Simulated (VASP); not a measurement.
# MgF2 (P4_2/mnm) in VASP: relaxation of cell and atoms with LDA

Aim: the relaxation of cell and atoms of MgF2 with LDA.

All numbers are computed with VASP 6.6.1; they aren't measurements. Logs are shortened: lines on timing, memory, paths and dates and some standing lists are left out, and cuts for length are marked.

### 1 The cell of the first run

It takes space group P4_2/mnm (No. 136, tetragonal). Conventional cell: a = 4.698 Å, b = 4.698 Å, c = 3.093 Å, α = 90.00°, β = 90.00°, γ = 90.00°. Mg (site symmetry mmm) has 6 F at 2.02 Å within 2.7 Å. Within 2.7 Å of F (site symmetry m2m) lie 3 Mg at 2.02 Å and 1 F at 2.61 Å.

### 2 Relaxation of cell and atoms, LDA

INCAR reads:

```
SYSTEM = MgF2
ALGO     = Normal         ! electronic algorithm
EDIFF    = 1E-7           ! SCF threshold, eV
EDIFFG   = -0.005         ! ionic threshold
ENCUT    = 600            ! plane-wave cutoff, eV
GGA_COMPAT= .FALSE.      
IBRION   = 2              ! ionic algorithm
ISIF     = 3              ! what is computed and relaxed
ISMEAR   = -1             ! smearing method
LASPH    = .TRUE.         ! aspherical terms in the spheres
LCHARG   = .FALSE.        ! write CHGCAR
LREAL    = .FALSE.        ! projectors in reciprocal space
LWAVE    = .FALSE.        ! write WAVECAR
NELM     = 120            ! most SCF steps
NELMIN   = 4            
NSW      = 80             ! ionic steps
PREC     = Accurate       ! precision mode
SIGMA    = 0.02           ! smearing width, eV
```

KPOINTS reads:

```
k-points
0
G
  6 6 8
  0 0 0
```

POSCAR reads:

```
MgF2
1.0
    4.6975999816      0.0000000000      0.0000000000
    0.0000000000      4.6975999816      0.0000000000
    0.0000000000      0.0000000000      3.0930660499
Mg F
2 4
Direct
    0.0000000000      0.0000000000      0.0000000000
    0.5000000000      0.5000000000      0.5000000000
    0.3035644567      0.3035644567      0.0000000000
    0.1964355433      0.8035644567      0.5000000000
    0.6964355433      0.6964355433      0.0000000000
    0.8035644567      0.1964355433      0.5000000000
```

Potentials or basis: VASP PAW LDA potentials, release 64 (Mg, F).

Command:

```sh
$ cat potpaw_LDA.64/Mg/POTCAR potpaw_LDA.64/F/POTCAR > POTCAR
$ mpirun -np 1 vasp_std > vasp.out
```

OUTCAR:

```text
SYSTEM = MgF2
   EDIFF = 1E-7
   EDIFFG = -0.005
   ENCUT = 600
   IBRION = 2
   ISIF = 3
   ISMEAR = -1
   LASPH = .TRUE.
   LREAL = .FALSE.
   NELM = 120
   NELMIN = 4
   NSW = 80
   PREC = Accurate

 ion  position               nearest neighbor table
   1  0.000  0.000  0.000-   3 2.02   5 2.02   4 2.02   6 2.02   4 2.02   6 2.02
   2  0.500  0.500  0.500-   4 2.02   6 2.02   5 2.02   3 2.02   3 2.02   5 2.02
   3  0.304  0.304  0.000-   1 2.02   2 2.02   2 2.02
   4  0.196  0.804  0.500-   2 2.02   1 2.02   1 2.02
   5  0.696  0.696  0.000-   1 2.02   2 2.02   2 2.02
   6  0.804  0.196  0.500-   2 2.02   1 2.02   1 2.02

  LATTYP: Found a simple tetragonal cell.
 ALAT       =     4.6975999816
 C/A-ratio  =     0.6584353845

  Lattice vectors:

 A1 = (   4.6975999816,   0.0000000000,   0.0000000000)
 A2 = (   0.0000000000,   4.6975999816,   0.0000000000)
 A3 = (   0.0000000000,   0.0000000000,   3.0930660499)

Analysis of symmetry for initial positions (statically):
=====================================================================
 Subroutine PRICEL returns:
 Original cell was already a primitive cell.

 Routine SETGRP: Setting up the symmetry group for a
 simple tetragonal supercell.

 Subroutine GETGRP returns: Found 16 space group operations
 (whereof  8 operations were pure point group operations)
 out of a pool of 16 trial point group operations.

The static configuration has the point symmetry D_2h.
 The point group associated with its full space group is D_4h.

Analysis of symmetry for dynamics (positions and initial velocities):
=====================================================================
 Subroutine PRICEL returns:
 Original cell was already a primitive cell.

 Routine SETGRP: Setting up the symmetry group for a
 simple tetragonal supercell.

 Subroutine GETGRP returns: Found 16 space group operations
 (whereof  8 operations were pure point group operations)
 out of a pool of 16 trial point group operations.

The dynamic configuration has the point symmetry D_2h.
 The point group associated with its full space group is D_4h.

 Subroutine INISYM returns: Found 16 space group operations
 (whereof  8 operations are pure point group operations),
 and found     1 'primitive' translations

----------------------------------------------------------------------------------------

                                     Primitive cell

  volume of cell :      68.2561

  direct lattice vectors                    reciprocal lattice vectors
     4.697599982  0.000000000  0.000000000     0.212874660  0.000000000  0.000000000
     0.000000000  4.697599982  0.000000000     0.000000000  0.212874660  0.000000000
     0.000000000  0.000000000  3.093066050     0.000000000  0.000000000  0.323303798

  length of vectors
     4.697599982  4.697599982  3.093066050     0.212874660  0.212874660  0.323303798

  position of ions in fractional coordinates (direct lattice)
     0.000000000  0.000000000  0.000000000
     0.500000000  0.500000000  0.500000000
     0.303564457  0.303564457  0.000000000
     0.196435543  0.803564457  0.500000000
     0.696435543  0.696435543  0.000000000
     0.803564457  0.196435543  0.500000000

  ion indices of the primitive-cell ions
   primitive index   ion index
                 1           1
                 2           2
                 3           3
                 4           4
                 5           5
                 6           6

----------------------------------------------------------------------------------------

 KPOINTS: k-points

Automatic generation of k-mesh.
 Grid dimensions read from file:
 generate k-points for:    6    6    8

 Generating k-lattice:

  Cartesian coordinates                     Fractional coordinates (reciprocal lattice)
     0.035479110  0.000000000  0.000000000     0.166666667  0.000000000  0.000000000
     0.000000000  0.035479110  0.000000000     0.000000000  0.166666667  0.000000000
     0.000000000  0.000000000  0.040412975     0.000000000  0.000000000  0.125000000

  Length of vectors
     0.035479110  0.035479110  0.040412975

  Shift w.r.t. Gamma in fractional coordinates (k-lattice)
     0.000000000  0.000000000  0.000000000

 Subroutine IBZKPT returns following result:
 ===========================================

 Found     50 irreducible k-points:

 Following reciprocal coordinates:
            Coordinates               Weight
  0.000000  0.000000  0.000000      1.000000
  0.166667  0.000000  0.000000      4.000000
  0.333333  0.000000  0.000000      4.000000
  0.500000  0.000000  0.000000      2.000000
  0.166667  0.166667  0.000000      4.000000
  0.333333  0.166667  0.000000      8.000000
[... 16 lines left out ...]
  0.333333  0.000000  0.250000      8.000000
  0.500000  0.000000  0.250000      4.000000
 [... further k-points ...]
   k-points           NKPTS =     50   k-points in BZ     NKDIM =     50   number of bands    NBANDS=     20
   number of dos      NEDOS =    301   number of ions     NIONS =      6
   total plane-waves  NPLWV =  44800
   dimension x,y,z NGX =    40 NGY =   40 NGZ =   28
   dimension x,y,z NGXF=    80 NGYF=   80 NGZF=   56
   ions per type =               2   4
   NGX,Y,Z   is equivalent  to a cutoff of  14.16, 14.16, 15.05 a.u.
   NGXF,Y,Z  is equivalent  to a cutoff of  28.31, 28.31, 30.10 a.u.
 SYSTEM =  MgF2
   PREC   = accura    normal or accurate (medium, high low for compatibility)
   ISTART =      0    job   : 0-new  1-cont  2-samecut
   ICHARG =      2    charge: 1-file 2-atom 10-const
   ISPIN  =      1    spin polarized calculation?
   LNONCOLLINEAR =      F non collinear calculations
   LSORBIT =      F    spin-orbit coupling
   LASPH  =      T    aspherical Exc in radial PAW
   ENCUT  =  600.0 eV  44.10 Ry    6.64 a.u.   9.38  9.38  6.18*2*pi/ulx,y,z
   NELM   =    120;   NELMIN=  4; NELMDL= -5     # of ELM steps
   EDIFF  = 0.1E-06   stopping-criterion for ELM
   LREAL  =      F    real-space projection
   EDIFFG = -.5E-02   stopping-criterion for IOM
   NSW    =     80    number of steps for IOM
   IBRION =      2    ionic relax: 0-MD 1-quasi-New 2-CG
   NFREE  =      1    steps in history (QN), initial steepest desc. (CG)
   ISIF   =      3    stress and relaxation
   ISYM   =      2    0-nonsym 1-usesym 2-fastsym
   POTIM  = 0.5000    time-step for ionic-motion
   TEBEG  =    0.0;   TEEND  =   0.0 temperature during run
   PSTRESS=    0.0 pullay stress
   NELECT =      32.0000    total number of electrons
   NUPDOWN=      -1.0000    fix difference up-down
   EMIN   =  10.00;   EMAX   =-10.00  energy-range for DOS
   EFERMI =   0.00;   METHOD = LEGACY
   ISMEAR =    -1;   SIGMA  =   0.02  broadening in eV -4-tet -1-fermi 0-gaus
   EFERMI_NEDOS =   21; number of points for ismear=-14 and -15
   IALGO  =     38    algorithm
   IMIX   =      4    mixing-type and parameters
     AMIX     =   0.40;   BMIX     =  1.00
     AMIX_MAG =   1.60;   BMIX_MAG =  1.00
  volume/ion in A,a.u.               =      11.38        76.77
  Fermi-wavevector in a.u.,A,eV,Ry     =   1.271777  2.403311 22.006301  1.617418
  Thomas-Fermi vector in A             =   2.404692
   LORBIT       =      0    0 simple, 1 ext, 2 COOP (PROOUT), +10 PAW based schemes
   GGA     = CA    functional components
   LHFCALC =     F    Hartree Fock is set to
   AEXX    =    0.0000 exact exchange contribution
   IVDW    =     0    specifies the selected vdW correction
   LEPSILON=     F    determine dielectric tensor
   LRPA    =     F    only Hartree local field effects (RPA)
 conjugate gradient relaxation of ions
 non-spin polarized calculation
  energy-cutoff  :      600.00
  volume of cell :       68.26
 maximum number of plane-waves:      2308
 NGX is ok and might be reduce to    40
   NGX = 19   NGY = 19   NGZ = 13

--------------------------------------- Ionic step        1  -------------------------------------------

 number of electron      31.9999995 magnetization

 Free energy of the ion-electron system (eV)
  ---------------------------------------------------
  ext. energy  EPLUGINS =         0.00000000
  ---------------------------------------------------
  free energy    TOTEN  =       -34.88208220 eV

  energy without entropy =      -34.88208220  energy(sigma->0) =      -34.88208220

------------------------ aborting loop because EDIFF is reached ----------------------------------------

  FORCE on cell =-STRESS in cart. coord.  units (eV):
  Direction    XX          YY          ZZ          XY          YZ          ZX
  --------------------------------------------------------------------------------------
  -------------------------------------------------------------------------------------
  Total       -4.2375372     -4.2375372     -4.4587591      0.0000000      0.0000000      0.0000000
  in kB      -99.4678773    -99.4678773   -104.6606282      0.0000000      0.0000000      0.0000000
  external PRESSURE =    -101.1987942 kB  Pullay stress =       0.0000000 kB
[... 225 lines left out ...]
  energy  without entropy=      -35.1210195647  energy(sigma->0) =      -35.12101956

--------------------------------------- Ionic step        7  -------------------------------------------

 number of electron      32.0000000 magnetization

 Free energy of the ion-electron system (eV)
  ---------------------------------------------------
  ext. energy  EPLUGINS =         0.00000000
  ---------------------------------------------------
  free energy    TOTEN  =       -35.12105405 eV

  energy without entropy =      -35.12105405  energy(sigma->0) =      -35.12105405

 E-fermi :  -0.7801     XC(G=0): -10.7767

 val. band max:       -1.1961600860   @ k =   0.0000   0.0000   0.0000
 cond. band min:       5.9939882855   @ k =   0.0000   0.0000   0.0000
 fundamental gap:      7.1901483715
 Fermi energy:        -0.7800657184

 k-point     1 :       0.0000    0.0000    0.0000
  band No.  band energies     occupation
      1     -21.8254      2.00000
      2     -20.8364      2.00000
      3     -20.8364      2.00000
      4     -20.7215      2.00000
      5      -5.6221      2.00000
      6      -4.0563      2.00000
[... 12 lines left out ...]
     19      11.0393      0.00000
[... 513 lines left out ...]
      4     -20.7420      2.00000
      5      -4.5677      2.00000
      6      -4.5677      2.00000
[... 12 lines left out ...]
     19      13.3932      0.00000
     20      13.3932      0.00000

 [... further k-points ...]

------------------------ aborting loop because EDIFF is reached ----------------------------------------

  FORCE on cell =-STRESS in cart. coord.  units (eV):
  Direction    XX          YY          ZZ          XY          YZ          ZX
  --------------------------------------------------------------------------------------
  -------------------------------------------------------------------------------------
  Total       -0.0221427     -0.0221427      0.0236261     -0.0000000      0.0000000      0.0000000
  in kB       -0.5781323     -0.5781323      0.6168624     -0.0000000      0.0000000      0.0000000
  external PRESSURE =      -0.1798007 kB  Pullay stress =       0.0000000 kB
[... 21 lines left out ...]
  FREE ENERGIE OF THE ION-ELECTRON SYSTEM (eV)
  ---------------------------------------------------
  free  energy   TOTEN  =       -35.1210540545 eV

  energy  without entropy=      -35.1210540545  energy(sigma->0) =      -35.12105405

 reached required accuracy - stopping structural energy minimisation
```

Wall time 3.3 min (1 thread of Oxide Virtual Turin-like, shared host); peak memory 0.19 GiB.

Results:

- Free energy: -35.1211 eV
- Relaxed volume: 10.23 Å³/atom
- Relaxed cell: a = 4.524 Å, b = 4.524 Å, c = 2.998 Å, α = 90.00°, β = 90.00°, γ = 90.00°
- Space group after relaxing (to 0.1 Å): P4_2/mnm (No. 136)
- Energy gained by relaxing: 39.8 meV/atom
- Ionic steps: 7
- Pressure after relaxing: 0.0 GPa
- Largest force after relaxing: 0.003 eV/Å
- Band gap on the k mesh: 7.19 eV

Forces in eV/Å, atoms in the order of the input:
```
Mg   0.000  0.000  0.000
Mg   0.000  0.000  0.000
F    0.002  0.002  0.000
F   -0.002  0.002  0.000
F   -0.002 -0.002  0.000
F    0.002 -0.002  0.000
```

The path:
| step | energy change (eV) | largest force (eV/Å) | pressure (GPa) | volume (Å³) |
| --- | --- | --- | --- | --- |
| 1 | 0.0000 | 0.0717 | -10.12 | 68.26 |
| 2 | -0.2338 | 0.1586 | 0.20 | 61.40 |
| 3 | -0.2340 | 0.1529 | -0.08 | 61.53 |
| 4 | -0.2385 | 0.0406 | -0.01 | 61.39 |
| 5 | -0.2389 | 0.0085 | 0.05 | 61.33 |
| 6 | -0.2389 | 0.0055 | 0.05 | 61.33 |
| 7 | -0.2390 | 0.0033 | -0.02 | 61.36 |

Final structure:
```xyz
6
Lattice="4.5242 0.0000 0.0000 0.0000 4.5242 0.0000 0.0000 0.0000 2.9980" Properties=species:S:1:pos:R:3 pbc="T T T"
Mg    0.0000    0.0000    0.0000
Mg    2.2621    2.2621    1.4990
F     1.3687    1.3687    2.9980
F     0.8934    3.6308    1.4990
F     3.1555    3.1555    0.0000
F     3.6308    0.8934    1.4990
```

Levels at points of the mesh, in eV from the valence-band top:
| k point | band 13 | band 14 | band 15 | band 16 | band 17 | band 18 | band 19 | band 20 |
| --- | --- | --- | --- | --- | --- | --- | --- | --- |
| (0.00, 0.00, 0.00) | -0.76 | -0.33 | -0.33 | 0.00 | 7.19 | 12.24 | 12.24 | 13.58 |
| (0.50, 0.00, 0.00) | -1.05 | -1.05 | -0.42 | -0.42 | 9.66 | 9.66 | 13.49 | 13.49 |
| (0.50, 0.50, 0.00) | -1.04 | -1.04 | -0.87 | -0.87 | 11.36 | 11.36 | 11.53 | 11.53 |
| (0.00, 0.00, 0.50) | -1.33 | -1.33 | -0.95 | -0.95 | 11.98 | 11.98 | 14.93 | 14.93 |
| (0.50, 0.00, 0.50) | -0.80 | -0.80 | -0.74 | -0.74 | 12.84 | 12.84 | 13.66 | 13.66 |
| (0.50, 0.50, 0.50) | -0.68 | -0.68 | -0.51 | -0.51 | 13.23 | 13.23 | 13.61 | 13.61 |

A k mesh can miss the band edges. Zero-point motion and thermal expansion aren't in these numbers.
